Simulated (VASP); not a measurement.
# NaI (F-43m) in VASP: a series of runs, part 2 of 2

VASP 6.6.1. Earlier steps stand in the parts before.

### Step 3. Single point, r2SCAN

Input file POSCAR:

```
NaI
1.0
    0.0000000000      3.5431916648      3.5431916648
    3.5431916648      0.0000000000      3.5431916648
    3.5431916648      3.5431916648      0.0000000000
Na I
1 1
Direct
    0.0000000000      0.0000000000      0.0000000000
    0.2500000000      0.2500000000      0.2500000000
```

Input file INCAR.step1:

```
SYSTEM = NaI
PREC = Accurate
ENCUT = 520
ISMEAR = -1
SIGMA = 0.05
LREAL = .FALSE.
LASPH = .TRUE.
NELM = 100
NBANDS = 14
GGA = PE
ALGO = Normal
EDIFF = 1E-4
LWAVE = .TRUE.
LCHARG = .FALSE.
```

Input file INCAR.step2:

```
SYSTEM = NaI
PREC = Accurate
ENCUT = 520
EDIFF = 1E-6
ISMEAR = -1
SIGMA = 0.05
LREAL = .FALSE.
LASPH = .TRUE.
NELM = 100
ALGO = Normal
ISIF = 2
LWAVE = .FALSE.
LCHARG = .TRUE.
METAGGA = R2SCAN
LMIXTAU = .TRUE.
LELF = .TRUE.
LVHAR = .TRUE.
NBANDS = 14
ISTART = 1
```

Input file KPOINTS:

```
Automatic mesh
0
G
  4 4 4
  0 0 0
```

Potentials or basis: VASP PAW PBE potentials, release 64 (Na_pv, I).

On the command line:

```console
cat potpaw_PBE.64/Na_pv/POTCAR potpaw_PBE.64/I/POTCAR > POTCAR
cp INCAR.step1 INCAR
mpirun -np 1 vasp_std > vasp.out
cp INCAR.step2 INCAR
mpirun -np 1 vasp_std > vasp.out
```

OUTCAR:

```text
SYSTEM = NaI
   PREC = Accurate
   ENCUT = 520
   EDIFF = 1E-6
   ISMEAR = -1
   LREAL = .FALSE.
   LASPH = .TRUE.
   NELM = 100
   ISIF = 2
   METAGGA = R2SCAN
   ISTART = 1

 ion  position               nearest neighbor table
   1  0.000  0.000  0.000-   2 3.07   2 3.07   2 3.07   2 3.07
   2  0.250  0.250  0.250-   1 3.07   1 3.07   1 3.07   1 3.07

  LATTYP: Found a face centered cubic cell.
 ALAT       =     7.0863833296

  Lattice vectors:

 A1 = (   0.0000000000,   3.5431916648,   3.5431916648)
 A2 = (   3.5431916648,   0.0000000000,   3.5431916648)
 A3 = (   3.5431916648,   3.5431916648,   0.0000000000)

Analysis of symmetry for initial positions (statically):
=====================================================================
 Subroutine PRICEL returns:
 Original cell was already a primitive cell.

 Routine SETGRP: Setting up the symmetry group for a
 face centered cubic supercell.

 Subroutine GETGRP returns: Found 24 space group operations
 (whereof 24 operations were pure point group operations)
 out of a pool of 48 trial point group operations.

The static configuration has the point symmetry T_d .

Analysis of symmetry for dynamics (positions and initial velocities):
=====================================================================
 Subroutine PRICEL returns:
 Original cell was already a primitive cell.

 Routine SETGRP: Setting up the symmetry group for a
 face centered cubic supercell.

 Subroutine GETGRP returns: Found 24 space group operations
 (whereof 24 operations were pure point group operations)
 out of a pool of 48 trial point group operations.

The dynamic configuration has the point symmetry T_d .

 Subroutine INISYM returns: Found 24 space group operations
 (whereof 24 operations are pure point group operations),
 and found     1 'primitive' translations

----------------------------------------------------------------------------------------

                                     Primitive cell

[... 102 lines left out ...]
   LEPSILON=     F    determine dielectric tensor
   LRPA    =     F    only Hartree local field effects (RPA)
 non-spin polarized calculation
  energy-cutoff  :      520.00
  volume of cell :       88.96
 maximum number of plane-waves:      2421
 NGX is ok and might be reduce to    40
   NGX = 19   NGY = 19   NGZ = 19

 number of electron      14.0000001 magnetization

 Free energy of the ion-electron system (eV)
  ---------------------------------------------------
  ext. energy  EPLUGINS =         0.00000000
  ---------------------------------------------------
  free energy    TOTEN  =       -30.91702159 eV

  energy without entropy =      -30.91702159  energy(sigma->0) =      -30.91702159

 E-fermi :  -0.2699     XC(G=0):  -6.8012

 val. band max:       -1.4598872794   @ k =   0.0000   0.0000   0.0000
 cond. band min:       2.9640324298   @ k =   0.0000   0.0000   0.0000
 fundamental gap:      4.4239197092
 Fermi energy:        -0.2699010424

 k-point     1 :       0.0000    0.0000    0.0000
  band No.  band energies     occupation
      1     -24.3445      2.00000
      2     -24.3442      2.00000
      3     -24.3442      2.00000
      4     -12.1956      2.00000
      5      -1.4599      2.00000
      6      -1.4599      2.00000
      7      -1.4599      2.00000
      8       2.9640      0.00000
      9       7.1065      0.00000
     10       7.1065      0.00000
     11       7.1067      0.00000
     12       8.8087      0.00000
     13       8.8087      0.00000
     14      10.4060      0.00000
[... 105 lines left out ...]
      1     -24.3469      2.00000
      2     -24.3454      2.00000
      3     -24.3451      2.00000
      4     -12.0128      2.00000
      5      -2.2946      2.00000
      6      -2.1994      2.00000
      7      -1.9105      2.00000
      8       4.9792      0.00000
      9       6.6524      0.00000
     10       6.6888      0.00000
     11       7.0850      0.00000
     12      10.1832      0.00000
     13      10.5941      0.00000
     14      11.0339      0.00000

------------------------ aborting loop because EDIFF is reached ----------------------------------------

  FORCE on cell =-STRESS in cart. coord.  units (eV):
  Direction    XX          YY          ZZ          XY          YZ          ZX
  --------------------------------------------------------------------------------------
  -------------------------------------------------------------------------------------
  Total       -0.0373273     -0.0373273     -0.0373273      0.0000000     -0.0000000      0.0000000
  in kB       -0.6722381     -0.6722381     -0.6722381      0.0000000     -0.0000000      0.0000000
  external PRESSURE =      -0.6722381 kB  Pullay stress =       0.0000000 kB

 VOLUME and BASIS-vectors are now :
 -----------------------------------------------------------------------------
  energy-cutoff  :      520.00
  volume of cell :       88.96
      direct lattice vectors                 reciprocal lattice vectors
     0.000000000  3.543191665  3.543191665    -0.141115708  0.141115708  0.141115708
     3.543191665  0.000000000  3.543191665     0.141115708 -0.141115708  0.141115708
     3.543191665  3.543191665  0.000000000     0.141115708  0.141115708 -0.141115708

 POSITION                                       TOTAL-FORCE (eV/Angst)
 -----------------------------------------------------------------------------------
      0.00000      0.00000      0.00000        -0.000000      0.000000      0.000000
      1.77160      1.77160      1.77160         0.000000     -0.000000     -0.000000
 -----------------------------------------------------------------------------------
    total drift:                               -0.000007     -0.000007     -0.000007

  FREE ENERGIE OF THE ION-ELECTRON SYSTEM (eV)
  ---------------------------------------------------
  free  energy   TOTEN  =       -30.9170215902 eV

  energy  without entropy=      -30.9170215901  energy(sigma->0) =      -30.91702159
```

Wall time 57 s (1 thread of Intel Xeon Platinum 8259CL at 2.50GHz (Skylake/Cascade Lake), shared host); peak memory 0.25 GiB.

Results:

* Free energy: -30.9170 eV
* Pressure: -0.1 GPa
* Band gap on the k mesh: 4.42 eV

Caveat: the structure was generated, so it needn't be the stable form of NaI; the PAW data sets were made with another functional, which shifts forces and pressure a little; spin-orbit coupling is left out, which moves the levels of the heavy elements.
